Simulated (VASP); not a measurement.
# InP (F-43m) in VASP: single point with HSE06

Aim: the single point of InP with HSE06.

All numbers are computed with VASP 6.6.1; they aren't measurements. Logs are shortened: lines on timing, memory, paths and dates and some standing lists are left out, and cuts for length are marked.

## 1. The cell of the first run

It takes space group F-43m (No. 216, cubic). Conventional cell: a = 5.908 Å, b = 5.908 Å, c = 5.908 Å, α = 90.00°, β = 90.00°, γ = 90.00°. In (site symmetry -43m) has 4 P at 2.56 Å within 3.4 Å. Within 3.4 Å of P (site symmetry -43m) lie 4 In at 2.56 Å.

## 2. Single point, HSE06

Input file POSCAR:

```
InP
1.0
    0.0000000000      2.9537876370      2.9537876370
    2.9537876370      0.0000000000      2.9537876370
    2.9537876370      2.9537876370      0.0000000000
In P
1 1
Direct
    0.0000000000      0.0000000000      0.0000000000
    0.2500000000      0.2500000000      0.2500000000
```

Input file INCAR.step1:

```
SYSTEM = InP
ALGO     = Normal         ! electronic algorithm
EDIFF    = 1E-5           ! SCF threshold, eV
ENCUT    = 520            ! plane-wave cutoff, eV
GGA      = PE             ! functional
ISIF     = 2              ! what is computed and relaxed
ISMEAR   = 0              ! smearing method
LASPH    = .True.         ! aspherical terms in the spheres
LCHARG   = .False.        ! write CHGCAR
LREAL    = .False.        ! projectors in reciprocal space
LWAVE    = .True.         ! write WAVECAR
NBANDS   = 16             ! bands
NELM     = 100            ! most SCF steps
PREC     = Accurate       ! precision mode
SIGMA    = 0.01           ! smearing width, eV
```

Input file INCAR.step2:

```
SYSTEM = InP
ALGO     = Normal         ! electronic algorithm
EDIFF    = 1E-6           ! SCF threshold, eV
ENCUT    = 520            ! plane-wave cutoff, eV
GGA      = PE             ! functional
HFSCREEN = 0.2079         ! screening, 1/A
ISIF     = 2              ! what is computed and relaxed
ISMEAR   = 0              ! smearing method
ISTART   = 1            
LASPH    = .True.         ! aspherical terms in the spheres
LCHARG   = .False.        ! write CHGCAR
LHFCALC  = .True.         ! exact exchange
LREAL    = .False.        ! projectors in reciprocal space
LWAVE    = .False.        ! write WAVECAR
NBANDS   = 16             ! bands
NELM     = 100            ! most SCF steps
PREC     = Accurate       ! precision mode
PRECFOCK = Normal       
SIGMA    = 0.01           ! smearing width, eV
```

Input file KPOINTS:

```
k-points
0
Gamma
  6 6 6
  0 0 0
```

Potentials or basis: VASP PAW PBE potentials, release 64 (In_d, P).

The run is started by

```console
$ cat potpaw_PBE.64/In_d/POTCAR potpaw_PBE.64/P/POTCAR > POTCAR
$ cp INCAR.step1 INCAR
$ mpirun -np 1 vasp_std > vasp.out
$ cp INCAR.step2 INCAR
$ mpirun -np 1 vasp_std > vasp.out
```

OUTCAR:

```text
SYSTEM = InP
   EDIFF = 1E-6
   ENCUT = 520
   GGA = PE
   HFSCREEN = 0.2079
   ISIF = 2
   ISMEAR = 0
   ISTART = 1
   LASPH = .True.
   LHFCALC = .True.
   LREAL = .False.
   NELM = 100
   PREC = Accurate
   PRECFOCK = Normal

 ion  position               nearest neighbor table
   1  0.000  0.000  0.000-   2 2.56   2 2.56   2 2.56   2 2.56
   2  0.250  0.250  0.250-   1 2.56   1 2.56   1 2.56   1 2.56

  LATTYP: Found a face centered cubic cell.
 ALAT       =     5.9075752740

  Lattice vectors:

 A1 = (   0.0000000000,   2.9537876370,   2.9537876370)
 A2 = (   2.9537876370,   0.0000000000,   2.9537876370)
 A3 = (   2.9537876370,   2.9537876370,   0.0000000000)

Analysis of symmetry for initial positions (statically):
=====================================================================
 Subroutine PRICEL returns:
 Original cell was already a primitive cell.

 Routine SETGRP: Setting up the symmetry group for a
 face centered cubic supercell.

 Subroutine GETGRP returns: Found 24 space group operations
 (whereof 24 operations were pure point group operations)
 out of a pool of 48 trial point group operations.

The static configuration has the point symmetry T_d .

Analysis of symmetry for dynamics (positions and initial velocities):
=====================================================================
 Subroutine PRICEL returns:
 Original cell was already a primitive cell.

 Routine SETGRP: Setting up the symmetry group for a
 face centered cubic supercell.

 Subroutine GETGRP returns: Found 24 space group operations
 (whereof 24 operations were pure point group operations)
 out of a pool of 48 trial point group operations.

The dynamic configuration has the point symmetry T_d .

 Subroutine INISYM returns: Found 24 space group operations
 (whereof 24 operations are pure point group operations),
 and found     1 'primitive' translations

----------------------------------------------------------------------------------------

                                     Primitive cell

  volume of cell :      51.5428

  direct lattice vectors                    reciprocal lattice vectors
     0.000000000  2.953787637  2.953787637    -0.169274187  0.169274187  0.169274187
     2.953787637  0.000000000  2.953787637     0.169274187 -0.169274187  0.169274187
     2.953787637  2.953787637  0.000000000     0.169274187  0.169274187 -0.169274187

  length of vectors
     4.177286537  4.177286537  4.177286537     0.293191492  0.293191492  0.293191492

  position of ions in fractional coordinates (direct lattice)
     0.000000000  0.000000000  0.000000000
     0.250000000  0.250000000  0.250000000

  ion indices of the primitive-cell ions
   primitive index   ion index
                 1           1
                 2           2

----------------------------------------------------------------------------------------

 KPOINTS: k-points

Automatic generation of k-mesh.
 Grid dimensions read from file:
 generate k-points for:    6    6    6

 Generating k-lattice:

  Cartesian coordinates                     Fractional coordinates (reciprocal lattice)
    -0.028212364  0.028212364  0.028212364     0.166666667  0.000000000  0.000000000
     0.028212364 -0.028212364  0.028212364     0.000000000  0.166666667  0.000000000
     0.028212364  0.028212364 -0.028212364     0.000000000  0.000000000  0.166666667

  Length of vectors
     0.048865249  0.048865249  0.048865249

  Shift w.r.t. Gamma in fractional coordinates (k-lattice)
     0.000000000  0.000000000  0.000000000

 Subroutine IBZKPT returns following result:
 ===========================================

 Found     16 irreducible k-points:

 Following reciprocal coordinates:
            Coordinates               Weight
  0.000000  0.000000  0.000000      1.000000
  0.166667  0.000000  0.000000      8.000000
  0.333333  0.000000  0.000000      8.000000
  0.500000  0.000000  0.000000      4.000000
  0.166667  0.166667  0.000000      6.000000
  0.333333  0.166667  0.000000     24.000000
[... 8 lines left out ...]
 -0.333333  0.333333  0.166667     24.000000
 -0.333333  0.500000  0.166667     12.000000
   k-points           NKPTS =     16   k-points in BZ     NKDIM =    216   number of bands    NBANDS=     16
   number of dos      NEDOS =    301   number of ions     NIONS =      2
   total plane-waves  NPLWV =  32768
   dimension x,y,z NGX =    32 NGY =   32 NGZ =   32
   dimension x,y,z NGXF=    64 NGYF=   64 NGZF=   64
   ions per type =               1   1
   NGX,Y,Z   is equivalent  to a cutoff of  12.74, 12.74, 12.74 a.u.
   NGXF,Y,Z  is equivalent  to a cutoff of  25.47, 25.47, 25.47 a.u.
 SYSTEM =  InP
   PREC   = accura    normal or accurate (medium, high low for compatibility)
   ISTART =      1    job   : 0-new  1-cont  2-samecut
   ICHARG =      0    charge: 1-file 2-atom 10-const
   ISPIN  =      1    spin polarized calculation?
   LNONCOLLINEAR =      F non collinear calculations
   LSORBIT =      F    spin-orbit coupling
   LASPH  =      T    aspherical Exc in radial PAW
   ENCUT  =  520.0 eV  38.22 Ry    6.18 a.u.   7.77  7.77  7.77*2*pi/ulx,y,z
   NELM   =    100;   NELMIN=  2; NELMDL=  0     # of ELM steps
   EDIFF  = 0.1E-05   stopping-criterion for ELM
   LREAL  =      F    real-space projection
   EDIFFG = 0.1E-04   stopping-criterion for IOM
   NSW    =      0    number of steps for IOM
   IBRION =     -1    ionic relax: 0-MD 1-quasi-New 2-CG
   NFREE  =      0    steps in history (QN), initial steepest desc. (CG)
   ISIF   =      2    stress and relaxation
   ISYM   =      3    0-nonsym 1-usesym 2-fastsym
   POTIM  = 0.5000    time-step for ionic-motion
   TEBEG  =    0.0;   TEEND  =   0.0 temperature during run
   PSTRESS=    0.0 pullay stress
   NELECT =      18.0000    total number of electrons
   NUPDOWN=      -1.0000    fix difference up-down
   EMIN   =  10.00;   EMAX   =-10.00  energy-range for DOS
   EFERMI =   0.00;   METHOD = LEGACY
   ISMEAR =     0;   SIGMA  =   0.01  broadening in eV -4-tet -1-fermi 0-gaus
   EFERMI_NEDOS =   21; number of points for ismear=-14 and -15
   IALGO  =     38    algorithm
   IMIX   =      1    mixing-type and parameters
     AMIX     =   0.40;   BMIX     =  1.00
     AMIX_MAG =   1.60;   BMIX_MAG =  1.00
  volume/ion in A,a.u.               =      25.77       173.91
  Fermi-wavevector in a.u.,A,eV,Ry     =   1.152860  2.178589 18.083301  1.329085
  Thomas-Fermi vector in A             =   2.289508
   LORBIT       =      0    0 simple, 1 ext, 2 COOP (PROOUT), +10 PAW based schemes
   GGA     = PE    functional components
   LHFCALC =     T    Hartree Fock is set to
   PRECFOCK=normal    Normal, Fast or Accurate (Low or Medium for compatibility)
   ENCUT4O =  -1.0   cutoff for four orbital integrals eV
   NKREDX  =     1    reduce k-point grid by
   NKREDY  =     1    reduce k-point grid by
   NKREDZ  =     1    reduce k-point grid by
   AEXX    =    0.2500 exact exchange contribution
   HFSCREEN=    0.2079 screening length (either q_TF or 0.3 A-1)
   HFSCREENC=   0.2079 screening length for correlation (either q_TF or 0.3 A-1)
   ENCUTFOCK=  -1.0 apply spherical cutoff to Coloumb kernel
   IVDW    =     0    specifies the selected vdW correction
   LEPSILON=     F    determine dielectric tensor
   LRPA    =     F    only Hartree local field effects (RPA)
 non-spin polarized calculation
 Gauss-broadening in eV      SIGMA  =   0.01
  energy-cutoff  :      520.00
  volume of cell :       51.54
 maximum number of plane-waves:      1411
  NGX = 24; NGY = 24; NGZ = 24

 number of electron      18.0000009 magnetization

 Free energy of the ion-electron system (eV)
  ---------------------------------------------------
  ext. energy  EPLUGINS =         0.00000000
  ---------------------------------------------------
  free energy    TOTEN  =        -9.98565997 eV

  energy without entropy =       -9.98565997  energy(sigma->0) =       -9.98565997

 E-fermi :   4.5968     XC(G=0):  -7.6479

 val. band max:        4.5145735451   @ k =   0.0000   0.0000   0.0000
 cond. band min:       5.8682518978   @ k =   0.0000   0.0000   0.0000
 fundamental gap:      1.3536783527
 Fermi energy:         4.5968178676

 k-point     1 :       0.0000    0.0000    0.0000
  band No.  band energies     occupation
      1     -11.3306      2.00000
      2     -11.3306      2.00000
      3     -11.3306      2.00000
      4     -11.1806      2.00000
      5     -11.1806      2.00000
      6      -8.0575      2.00000
[... 8 lines left out ...]
     15      14.9682      0.00000
     16      14.9682      0.00000

 k-point     2 :       0.1667    0.0000    0.0000
  band No.  band energies     occupation
      1     -11.3579      2.00000
      2     -11.3189      2.00000
      3     -11.3189      2.00000
      4     -11.1803      2.00000
      5     -11.1803      2.00000
      6      -7.7297      2.00000
[... 8 lines left out ...]
     15      14.0695      0.00000
     16      14.8930      0.00000

 k-point     3 :       0.3333    0.0000    0.0000
  band No.  band energies     occupation
      1     -11.4099      2.00000
      2     -11.3000      2.00000
      3     -11.3000      2.00000
      4     -11.1749      2.00000
      5     -11.1749      2.00000
      6      -6.8854      2.00000
[... 8 lines left out ...]
     15      14.5993      0.00000
     16      14.5993      0.00000

 k-point     4 :       0.5000    0.0000    0.0000
  band No.  band energies     occupation
      1     -11.4347      2.00000
      2     -11.2932      2.00000
      3     -11.2932      2.00000
      4     -11.1693      2.00000
      5     -11.1693      2.00000
      6      -6.2660      2.00000
[... 8 lines left out ...]
     15      16.2825      0.00000
     16      16.2825      0.00000

 k-point     5 :       0.1667    0.1667    0.0000
  band No.  band energies     occupation
      1     -11.3788      2.00000
      2     -11.3069      2.00000
      3     -11.3069      2.00000
      4     -11.1902      2.00000
      5     -11.1729      2.00000
      6      -7.6213      2.00000
[... 8 lines left out ...]
     15      15.2463      0.00000
     16      15.9757      0.00000

 k-point     6 :       0.3333    0.1667    0.0000
  band No.  band energies     occupation
      1     -11.4200      2.00000
      2     -11.2899      2.00000
      3     -11.2853      2.00000
      4     -11.1946      2.00000
      5     -11.1663      2.00000
      6      -6.9390      2.00000
[... 8 lines left out ...]
     15      15.5381      0.00000
     16      16.2116      0.00000
[... 115 lines left out ...]
 k-point    13 :       0.5000    0.5000    0.0000
  band No.  band energies     occupation
      1     -11.4989      2.00000
      2     -11.2329      2.00000
      3     -11.2329      2.00000
      4     -11.2267      2.00000
      5     -11.1496      2.00000
      6      -5.5823      2.00000
[... 8 lines left out ...]
     15      16.4718      0.00000
     16      17.4330      0.00000

 k-point    14 :       0.5000    0.3333    0.1667
  band No.  band energies     occupation
      1     -11.4491      2.00000
      2     -11.2786      2.00000
      3     -11.2622      2.00000
      4     -11.1983      2.00000
      5     -11.1646      2.00000
      6      -6.2275      2.00000
[... 8 lines left out ...]
     15      16.6840      0.00000
     16      17.4284      0.00000

 k-point    15 :      -0.3333    0.3333    0.1667
  band No.  band energies     occupation
      1     -11.4581      2.00000
      2     -11.2786      2.00000
      3     -11.2521      2.00000
      4     -11.1934      2.00000
      5     -11.1690      2.00000
      6      -5.7374      2.00000
[... 8 lines left out ...]
     15      16.6484      0.00000
     16      17.2493      0.00000

 k-point    16 :      -0.3333    0.5000    0.1667
  band No.  band energies     occupation
      1     -11.4765      2.00000
      2     -11.2620      2.00000
      3     -11.2391      2.00000
      4     -11.2072      2.00000
      5     -11.1614      2.00000
      6      -5.5272      2.00000
[... 8 lines left out ...]
     15      16.9466      0.00000
     16      17.6284      0.00000

------------------------ aborting loop because EDIFF is reached ----------------------------------------

  FORCE on cell =-STRESS in cart. coord.  units (eV):
  Direction    XX          YY          ZZ          XY          YZ          ZX
  --------------------------------------------------------------------------------------
  -------------------------------------------------------------------------------------
  Total       -0.1186200     -0.1186200     -0.1186200     -0.0000000     -0.0000000     -0.0000000
  in kB       -3.6872350     -3.6872350     -3.6872350     -0.0000000     -0.0000000     -0.0000000
  external PRESSURE =      -3.6872350 kB  Pullay stress =       0.0000000 kB

 VOLUME and BASIS-vectors are now :
 -----------------------------------------------------------------------------
  energy-cutoff  :      520.00
  volume of cell :       51.54
      direct lattice vectors                 reciprocal lattice vectors
     0.000000000  2.953787637  2.953787637    -0.169274187  0.169274187  0.169274187
     2.953787637  0.000000000  2.953787637     0.169274187 -0.169274187  0.169274187
     2.953787637  2.953787637  0.000000000     0.169274187  0.169274187 -0.169274187

 POSITION                                       TOTAL-FORCE (eV/Angst)
 -----------------------------------------------------------------------------------
      0.00000      0.00000      0.00000        -0.000000     -0.000000     -0.000000
      1.47689      1.47689      1.47689         0.000000      0.000000      0.000000
 -----------------------------------------------------------------------------------
    total drift:                                0.000062      0.000051      0.000036

  FREE ENERGIE OF THE ION-ELECTRON SYSTEM (eV)
  ---------------------------------------------------
  free  energy   TOTEN  =        -9.9856599738 eV

  energy  without entropy=       -9.9856599738  energy(sigma->0) =       -9.98565997
```

Run time: 58 min. Hardware: 1 thread of Oxide Virtual Turin-like, shared host; peak memory 0.27 GiB.

Results:

```
Free energy            : -9.9857 eV
Pressure               : -0.4 GPa
Band gap on the k mesh : 1.35 eV
```

Caveat: the PAW data sets were made with another functional, which shifts forces and pressure a little; spin-orbit coupling is left out, which moves the levels of the heavy elements.
